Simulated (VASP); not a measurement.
Crystal: Al.

```
Al
1.0
     0.00000    2.02481    2.02481
     2.02481    0.00000    2.02481
     2.02481    2.02481    0.00000
Al
1
Direct
  0.00000 0.00000 0.00000
```

```yaml
Program: VASP 6.6.1
Task: relaxation of cell and atoms
Functional: PBEsol
Potentials_or_basis: VASP PAW PBE potentials, release 64 (Al)
Cutoff: 600 eV
k_mesh: 11 × 11 × 11
Occupations: fermi-dirac, width 0.05 eV
Spin: no spin polarisation
```

At the start: pressure -1.9 GPa; volume 16.60 Å³/atom.

Task: How do energy, volume and symmetry change on relaxing?

Result: Over 3 steps the energy falls by 2.3 meV/atom and the volume is 16.22 Å³/atom (-2.3 %); space group Fm-3m (No. 225, to 0.05 Å).

Step by step:
```
step  energy change (eV)  largest force (eV/Å)  pressure (GPa)  volume (Å³)
   1              0.0000                0.0000           -1.87        16.60
   2             -0.0022                0.0000            0.39        16.14
   3             -0.0023                0.0000            0.00        16.22
```

Final structure:
```
Al
1.0
     0.00000    2.00892    2.00892
     2.00892    0.00000    2.00892
     2.00892    2.00892    0.00000
Al
1
Direct
  0.00000 0.00000 0.00000
```

The cell as given is a measured one (16.60 Å³/atom); PBEsol puts the equilibrium volume -2.3 % from it, thermal expansion not counted.

Caveat: the PAW data sets were made with another functional, which shifts forces and pressure a little.
